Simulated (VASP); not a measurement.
# C (R-3m) in VASP: a series of runs

C is run at these levels: HSE06, r2SCAN; tasks: single point.

All numbers are computed with VASP 6.6.1; they aren't measurements. Logs are shortened: lines on timing, memory, paths and dates and some standing lists are left out, and cuts for length are marked.

## Step 1: The cell of the first run

Symmetry: R-3m, No. 166, trigonal system. The conventional cell has a = 2.442 Å, b = 2.442 Å, c = 6.186 Å, α = 90.00°, β = 90.00°, γ = 120.00°. C (site symmetry 3m) has 4 C at 1.50 to 1.54 Å within 2.0 Å.

## Step 2: Single point, HSE06 (epitaxial 111 strain -3.0%)

Input file POSCAR:

```
C
1.0
    0.0392608608      1.7659812790      1.7659812790
    1.7659812790      0.0392608608      1.7659812790
    1.7659812790      1.7659812790      0.0392608608
C
2
Direct
    0.0002892538      0.0002892538      0.0002892538
    0.2497107462      0.2497107462      0.2497107462
```

Input file INCAR.step1:

```
SYSTEM = C
PREC = Accurate
ENCUT = 520
EDIFF = 1E-5
ISMEAR = 0
SIGMA = 0.01
LREAL = .FALSE.
LASPH = .TRUE.
NELM = 80
ALGO = Normal
ISIF = 2
LWAVE = .TRUE.
LCHARG = .FALSE.
NBANDS = 11
GGA = PE
```

Input file INCAR.step2:

```
SYSTEM = C
PREC = Accurate
ENCUT = 520
EDIFF = 1E-6
ISMEAR = 0
SIGMA = 0.01
LREAL = .FALSE.
LASPH = .TRUE.
NELM = 80
ALGO = Normal
ISIF = 2
LWAVE = .FALSE.
LCHARG = .FALSE.
GGA = PE
LHFCALC = .TRUE.
HFSCREEN = 0.2079
PRECFOCK = Normal
NBANDS = 11
ISTART = 1
```

Input file KPOINTS:

```
regular mesh
0
G
  8 8 8
  0 0 0
```

Potentials or basis: VASP PAW PBE potentials, release 64 (C).

Run with:

```bash
$ cat potpaw_PBE.64/C/POTCAR > POTCAR
$ cp INCAR.step1 INCAR
$ mpirun -np 1 vasp_std > vasp.out
$ cp INCAR.step2 INCAR
$ mpirun -np 1 vasp_std > vasp.out
```

OUTCAR:

```text
SYSTEM = C
   PREC = Accurate
   ENCUT = 520
   EDIFF = 1E-6
   ISMEAR = 0
   LREAL = .FALSE.
   LASPH = .TRUE.
   NELM = 80
   ISIF = 2
   GGA = PE
   LHFCALC = .TRUE.
   HFSCREEN = 0.2079
   PRECFOCK = Normal
   ISTART = 1

 ion  position               nearest neighbor table
   1  0.000  0.000  0.000-   2 1.50   2 1.50   2 1.50   2 1.54
   2  0.250  0.250  0.250-   1 1.50   1 1.50   1 1.50   1 1.54

  LATTYP: Found a trigonal (rhomboedric) cell.
 ALAT       =     2.4977832514
 COS(alpha) =     0.5221027288

  Lattice vectors:

 A1 = (   0.0392608608,   1.7659812790,   1.7659812790)
 A2 = (   1.7659812790,   0.0392608608,   1.7659812790)
 A3 = (   1.7659812790,   1.7659812790,   0.0392608608)

Analysis of symmetry for initial positions (statically):
=====================================================================
 Subroutine PRICEL returns:
 Original cell was already a primitive cell.

 Routine SETGRP: Setting up the symmetry group for a
 trigonal (rhombohedral) supercell.

 Subroutine GETGRP returns: Found 12 space group operations
 (whereof  6 operations were pure point group operations)
 out of a pool of 12 trial point group operations.

The static configuration has the point symmetry C_3v.
 The point group associated with its full space group is D_3d.

Analysis of symmetry for dynamics (positions and initial velocities):
=====================================================================
 Subroutine PRICEL returns:
 Original cell was already a primitive cell.

 Routine SETGRP: Setting up the symmetry group for a
 trigonal (rhombohedral) supercell.

 Subroutine GETGRP returns: Found 12 space group operations
 (whereof  6 operations were pure point group operations)
 out of a pool of 12 trial point group operations.

The dynamic configuration has the point symmetry C_3v.
 The point group associated with its full space group is D_3d.

 Subroutine INISYM returns: Found 12 space group operations
 (whereof  6 operations are pure point group operations),
 and found     1 'primitive' translations

----------------------------------------------------------------------------------------

                                     Primitive cell

  volume of cell :      10.6478

  direct lattice vectors                    reciprocal lattice vectors
     0.039260861  1.765981279  1.765981279    -0.292749672  0.286382879  0.286382879
     1.765981279  0.039260861  1.765981279     0.286382879 -0.292749672  0.286382879
     1.765981279  1.765981279  0.039260861     0.286382879  0.286382879 -0.292749672

  length of vectors
     2.497783251  2.497783251  2.497783251     0.499732605  0.499732605  0.499732605

  position of ions in fractional coordinates (direct lattice)
     0.000289254  0.000289254  0.000289254
     0.249710746  0.249710746  0.249710746

  ion indices of the primitive-cell ions
   primitive index   ion index
                 1           1
                 2           2

----------------------------------------------------------------------------------------

 KPOINTS: regular mesh

Automatic generation of k-mesh.
 Grid dimensions read from file:
 generate k-points for:    8    8    8

 Generating k-lattice:

  Cartesian coordinates                     Fractional coordinates (reciprocal lattice)
    -0.036593709  0.035797860  0.035797860     0.125000000  0.000000000  0.000000000
     0.035797860 -0.036593709  0.035797860     0.000000000  0.125000000  0.000000000
     0.035797860  0.035797860 -0.036593709     0.000000000  0.000000000  0.125000000

  Length of vectors
     0.062466576  0.062466576  0.062466576

  Shift w.r.t. Gamma in fractional coordinates (k-lattice)
     0.000000000  0.000000000  0.000000000

 Subroutine IBZKPT returns following result:
 ===========================================

 Found     65 irreducible k-points:

 Following reciprocal coordinates:
            Coordinates               Weight
  0.000000  0.000000  0.000000      1.000000
  0.125000  0.000000 -0.000000      6.000000
  0.250000  0.000000 -0.000000      6.000000
  0.375000  0.000000  0.000000      6.000000
  0.500000  0.000000 -0.000000      3.000000
  0.125000  0.125000  0.000000      6.000000
[... 16 lines left out ...]
  0.250000  0.125000  0.125000      6.000000
  0.375000  0.125000  0.125000      6.000000
 [... further k-points ...]
   k-points           NKPTS =     65   k-points in BZ     NKDIM =    512   number of bands    NBANDS=     11
   number of dos      NEDOS =    301   number of ions     NIONS =      2
   total plane-waves  NPLWV =   8000
   dimension x,y,z NGX =    20 NGY =   20 NGZ =   20
   dimension x,y,z NGXF=    40 NGYF=   40 NGZF=   40
   ions per type =               2
   NGX,Y,Z   is equivalent  to a cutoff of  13.31, 13.31, 13.31 a.u.
   NGXF,Y,Z  is equivalent  to a cutoff of  26.62, 26.62, 26.62 a.u.
 SYSTEM =  C
   PREC   = accura    normal or accurate (medium, high low for compatibility)
   ISTART =      1    job   : 0-new  1-cont  2-samecut
   ICHARG =      0    charge: 1-file 2-atom 10-const
   ISPIN  =      1    spin polarized calculation?
   LNONCOLLINEAR =      F non collinear calculations
   LSORBIT =      F    spin-orbit coupling
   LASPH  =      T    aspherical Exc in radial PAW
   ENCUT  =  520.0 eV  38.22 Ry    6.18 a.u.   4.64  4.64  4.64*2*pi/ulx,y,z
   NELM   =     80;   NELMIN=  2; NELMDL=  0     # of ELM steps
   EDIFF  = 0.1E-05   stopping-criterion for ELM
   LREAL  =      F    real-space projection
   EDIFFG = 0.1E-04   stopping-criterion for IOM
   NSW    =      0    number of steps for IOM
   IBRION =     -1    ionic relax: 0-MD 1-quasi-New 2-CG
   NFREE  =      0    steps in history (QN), initial steepest desc. (CG)
   ISIF   =      2    stress and relaxation
   ISYM   =      3    0-nonsym 1-usesym 2-fastsym
   POTIM  = 0.5000    time-step for ionic-motion
   TEBEG  =    0.0;   TEEND  =   0.0 temperature during run
   PSTRESS=    0.0 pullay stress
   NELECT =       8.0000    total number of electrons
   NUPDOWN=      -1.0000    fix difference up-down
   EMIN   =  10.00;   EMAX   =-10.00  energy-range for DOS
   EFERMI =   0.00;   METHOD = LEGACY
   ISMEAR =     0;   SIGMA  =   0.01  broadening in eV -4-tet -1-fermi 0-gaus
   EFERMI_NEDOS =   21; number of points for ismear=-14 and -15
   IALGO  =     38    algorithm
   IMIX   =      1    mixing-type and parameters
     AMIX     =   0.40;   BMIX     =  1.00
     AMIX_MAG =   1.60;   BMIX_MAG =  1.00
  volume/ion in A,a.u.               =       5.32        35.93
  Fermi-wavevector in a.u.,A,eV,Ry     =   1.488279  2.812440 30.136572  2.214976
  Thomas-Fermi vector in A             =   2.601334
   LORBIT       =      0    0 simple, 1 ext, 2 COOP (PROOUT), +10 PAW based schemes
   GGA     = PE    functional components
   LHFCALC =     T    Hartree Fock is set to
   PRECFOCK=normal    Normal, Fast or Accurate (Low or Medium for compatibility)
   ENCUT4O =  -1.0   cutoff for four orbital integrals eV
   NKREDX  =     1    reduce k-point grid by
   NKREDY  =     1    reduce k-point grid by
   NKREDZ  =     1    reduce k-point grid by
   AEXX    =    0.2500 exact exchange contribution
   HFSCREEN=    0.2079 screening length (either q_TF or 0.3 A-1)
   HFSCREENC=   0.2079 screening length for correlation (either q_TF or 0.3 A-1)
   ENCUTFOCK=  -1.0 apply spherical cutoff to Coloumb kernel
   IVDW    =     0    specifies the selected vdW correction
   LEPSILON=     F    determine dielectric tensor
   LRPA    =     F    only Hartree local field effects (RPA)
 non-spin polarized calculation
 Gauss-broadening in eV      SIGMA  =   0.01
  energy-cutoff  :      520.00
  volume of cell :       10.65
 maximum number of plane-waves:       298
  NGX = 14; NGY = 14; NGZ = 14

 number of electron       8.0000000 magnetization

 Free energy of the ion-electron system (eV)
  ---------------------------------------------------
  ext. energy  EPLUGINS =         0.00000000
  ---------------------------------------------------
  free energy    TOTEN  =       -20.98037438 eV

  energy without entropy =      -20.98037438  energy(sigma->0) =      -20.98037438

 E-fermi :  10.1464     XC(G=0): -11.0678

 val. band max:       10.0875245097   @ k =   0.0000   0.0000   0.0000
 cond. band min:      15.4148213472   @ k =   0.3750   0.3750  -0.0000
 fundamental gap:      5.3272968375
 Fermi energy:        10.1464077674

 k-point     1 :       0.0000    0.0000    0.0000
  band No.  band energies     occupation
      1     -14.4131      2.00000
      2       9.9332      2.00000
      3      10.0875      2.00000
      4      10.0875      2.00000
      5      16.4370      0.00000
      6      17.5597      0.00000
      7      17.5597      0.00000
      8      26.9416      0.00000
      9      31.8000      0.00000
     10      39.1121      0.00000
     11      39.1121      0.00000

 k-point     2 :       0.1250    0.0000   -0.0000
  band No.  band energies     occupation
      1     -13.9177      2.00000
      2       7.4202      2.00000
      3       9.1799      2.00000
      4       9.3092      2.00000
      5      17.5287      0.00000
      6      18.5565      0.00000
      7      18.8130      0.00000
      8      27.2194      0.00000
      9      32.5342      0.00000
     10      35.4293      0.00000
     11      35.9332      0.00000

 k-point     3 :       0.2500    0.0000   -0.0000
  band No.  band energies     occupation
      1     -12.4435      2.00000
      2       2.6360      2.00000
      3       7.9121      2.00000
      4       7.9730      2.00000
      5      19.1161      0.00000
      6      20.0530      0.00000
      7      20.2530      0.00000
      8      27.8075      0.00000
      9      33.1419      0.00000
     10      34.3746      0.00000
     11      35.0178      0.00000
[... 267 lines left out ...]
 k-point    23 :       0.2500    0.1250    0.1250
  band No.  band energies     occupation
      1     -13.1472      2.00000
      2       5.3810      2.00000
      3       6.3102      2.00000
      4       9.2068      2.00000
      5      18.8759      0.00000
      6      19.9085      0.00000
      7      20.3380      0.00000
      8      27.0830      0.00000
      9      33.1876      0.00000
     10      33.2711      0.00000
     11      35.7638      0.00000

 k-point    24 :       0.3750    0.1250    0.1250
  band No.  band energies     occupation
      1     -11.3840      2.00000
      2       1.3881      2.00000
      3       4.7154      2.00000
      4       7.8761      2.00000
      5      20.4238      0.00000
      6      20.7482      0.00000
      7      21.5641      0.00000
      8      27.4732      0.00000
      9      33.1086      0.00000
     10      33.5231      0.00000
     11      36.8918      0.00000

 [... further k-points ...]

------------------------ aborting loop because EDIFF is reached ----------------------------------------

  FORCE on cell =-STRESS in cart. coord.  units (eV):
  Direction    XX          YY          ZZ          XY          YZ          ZX
  --------------------------------------------------------------------------------------
  -------------------------------------------------------------------------------------
  Total        1.6525451      1.6525451      1.6525451     -0.9943129     -0.9943129     -0.9943129
  in kB      248.6582259    248.6582259    248.6582259   -149.6141217   -149.6141217   -149.6141217
  external PRESSURE =     248.6582259 kB  Pullay stress =       0.0000000 kB

 VOLUME and BASIS-vectors are now :
 -----------------------------------------------------------------------------
  energy-cutoff  :      520.00
  volume of cell :       10.65
      direct lattice vectors                 reciprocal lattice vectors
     0.039260861  1.765981279  1.765981279    -0.292749672  0.286382879  0.286382879
     1.765981279  0.039260861  1.765981279     0.286382879 -0.292749672  0.286382879
     1.765981279  1.765981279  0.039260861     0.286382879  0.286382879 -0.292749672

 POSITION                                       TOTAL-FORCE (eV/Angst)
 -----------------------------------------------------------------------------------
      0.00103      0.00103      0.00103         0.031763      0.031763      0.031763
      0.89177      0.89177      0.89177        -0.031763     -0.031763     -0.031763
 -----------------------------------------------------------------------------------
    total drift:                                0.000000      0.000000      0.000000

  FREE ENERGIE OF THE ION-ELECTRON SYSTEM (eV)
  ---------------------------------------------------
  free  energy   TOTEN  =       -20.9803743838 eV

  energy  without entropy=      -20.9803743838  energy(sigma->0) =      -20.98037438
```

Wall time 29 min (1 thread of Intel Xeon 8259CL, shared host); peak memory 0.23 GiB.

What came out:

- Free energy: -20.9804 eV
- Pressure: 24.9 GPa
- Largest force: 0.055 eV/Å
- Band gap on the k mesh: 5.33 eV (least direct gap 6.35 eV)

Forces in eV/Å, atoms in the order of the input:
```
C    0.032  0.032  0.032
C   -0.032 -0.032 -0.032
```

Stress tensor (GPa, compression positive):
```
 24.87 -14.96 -14.96
-14.96  24.87 -14.96
-14.96 -14.96  24.87
```

Levels at points of the mesh, in eV from the valence-band top:
```csv
k point,band 1,band 2,band 3,band 4,band 5,band 6,band 7,band 8
"(0.00, 0.00, 0.00)",-24.50,-0.15,0.00,0.00,6.35,7.47,7.47,16.85
"(0.50, 0.00, 0.00)",-17.72,-15.43,-3.42,-3.37,9.68,10.51,11.10,18.06
"(0.50, 0.50, 0.00)",-14.73,-14.48,-7.57,-7.08,5.53,6.50,20.14,20.14
"(0.50, 0.50, 0.50)",-18.40,-15.41,-2.94,-2.94,10.49,10.49,12.07,18.32
```

Caveat: the cell differs from its parent crystal (epitaxial 111 strain -3.0%); the cell stands under pressure; the PAW data sets were made with another functional, which shifts forces and pressure a little. A k mesh can miss the band edges.

## Step 3: Single point, HSE06 (epitaxial 111 strain +3.0%)

Input file POSCAR:

```
C
1.0
   -0.0388188608      1.7947090060      1.7947090060
    1.7947090060     -0.0388188608      1.7947090060
    1.7947090060      1.7947090060     -0.0388188608
C
2
Direct
   -0.0000747738     -0.0000747738     -0.0000747738
    0.2500747738      0.2500747738      0.2500747738
```

Input file INCAR.step1:

```
PREC = Accurate ; ENCUT = 520
EDIFF = 1E-5 ; ISMEAR = 0
SIGMA = 0.01 ; LREAL = F
LASPH = T ; NELM = 80
ALGO = Normal ; ISIF = 2
LWAVE = T ; GGA = PE
NBANDS = 11
```

Input file INCAR.step2:

```
PREC = Accurate ; ENCUT = 520
EDIFF = 1E-6 ; ISMEAR = 0
SIGMA = 0.01 ; LREAL = F
LASPH = T ; NELM = 80
ALGO = Normal ; ISIF = 2
LWAVE = F ; LCHARG = T
GGA = PE ; LHFCALC = T
HFSCREEN = 0.2079 ; PRECFOCK = Normal
LELF = T ; LVHAR = T
ISTART = 1 ; NBANDS = 11
```

Input file KPOINTS:

```
regular mesh
0
Gamma
  8 8 8
```

Potentials or basis: VASP PAW PBE potentials, release 64 (C).

Run with:

```bash
$ cat potpaw_PBE.64/C/POTCAR > POTCAR
$ cp INCAR.step1 INCAR
$ mpirun -np 1 vasp_std > vasp.out
$ cp INCAR.step2 INCAR
$ mpirun -np 1 vasp_std > vasp.out
```

Wall time 25 min (1 thread of AMD EPYC 7R13 (Zen 3), shared host); peak memory 0.2 GiB.

It converged, with:

* Free energy: -20.9555 eV
* Pressure: -27.4 GPa
* Largest force: 0.052 eV/Å
* Band gap on the k mesh: 5.09 eV (least direct gap 6.47 eV)

Forces in eV/Å, atoms in the order of the input:
```
C   -0.030 -0.030 -0.030
C    0.030  0.030  0.030
```

Stress tensor (GPa, compression positive):
```
-27.39  11.42  11.42
 11.42 -27.39  11.42
 11.42  11.42 -27.39
```

Levels at points of the mesh, in eV from the valence-band top:
| k point | band 1 | band 2 | band 3 | band 4 | band 5 | band 6 | band 7 | band 8 | band 9 |
| --- | --- | --- | --- | --- | --- | --- | --- | --- | --- |
| (0.00, 0.00, 0.00) | -22.85 | -0.06 | 0.00 | 0.00 | 6.47 | 6.47 | 7.37 | 14.15 | 20.18 |
| (0.50, 0.00, 0.00) | -17.09 | -14.04 | -2.91 | -2.77 | 9.50 | 9.54 | 10.50 | 17.16 | 22.99 |
| (0.50, 0.50, 0.00) | -13.87 | -13.58 | -6.78 | -6.33 | 5.36 | 6.21 | 18.28 | 18.41 | 24.32 |
| (0.50, 0.50, 0.50) | -16.45 | -14.11 | -3.23 | -3.23 | 8.88 | 9.58 | 9.58 | 16.99 | 23.16 |

Caveat: the cell differs from its parent crystal (epitaxial 111 strain +3.0%); the cell stands under tension; the PAW data sets were made with another functional, which shifts forces and pressure a little. A k mesh can miss the band edges.

(Part 1 of 3 ends here.)
